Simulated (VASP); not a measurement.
Write the native input for VASP 6.6.1 that does the following.

| Property | Result |
| --- | --- |
| Task | single point |
| Functional | PBEsol |
| Potentials or basis | VASP PAW PBE potentials, release 64 (Rb_sv) |
| Cutoff | 520 eV |
| k mesh | 9 × 9 × 9 |
| Occupations | fermi-dirac, width 0.1 eV |
| Spin | no spin polarisation |
| Dipole correction | no |
| Further INCAR settings | ALGO = Normal; EDIFF = 1e-07; NBANDS = 10 |

The structure of Rb lies in POSCAR:

```
Rb
1.0
    3.4327599667      0.0000000000      0.0000000000
    0.0000000000      3.4327599667      0.0000000000
    0.0000000000      0.0000000000      3.4327599667
Rb
1
Direct
    0.0000000000      0.0000000000      0.0000000000
```

This cell differs from its parent crystal: volume scaled by 0.43.

One way to write it, as run:

INCAR

```
PREC = Accurate
ENCUT = 520
EDIFF = 1E-7
ISMEAR = -1
SIGMA = 0.1
LREAL = False
LASPH = True
NELM = 100
ALGO = Normal
ISIF = 2
LWAVE = False
LCHARG = False
GGA = PS
NBANDS = 10
```

KPOINTS

```
Automatic mesh
0
Gamma
  9 9 9
```

Potentials or basis: VASP PAW PBE potentials, release 64 (Rb_sv).

Command:

```bash
$ cat potpaw_PBE.64/Rb_sv/POTCAR > POTCAR
$ mpirun -np 1 vasp_std > vasp.out
```

Results of the run:

| Quantity | Value |
| --- | --- |
| Pressure | 6.9 GPa |

Caveat: the PAW data sets were made with another functional, which shifts forces and pressure a little.

Wall time 10 s on 1 thread of Intel(R) Xeon(R) Platinum 8259CL CPU @ 2.50GHz (Skylake/Cascade Lake) (shared host), peak memory 0.15 GiB.
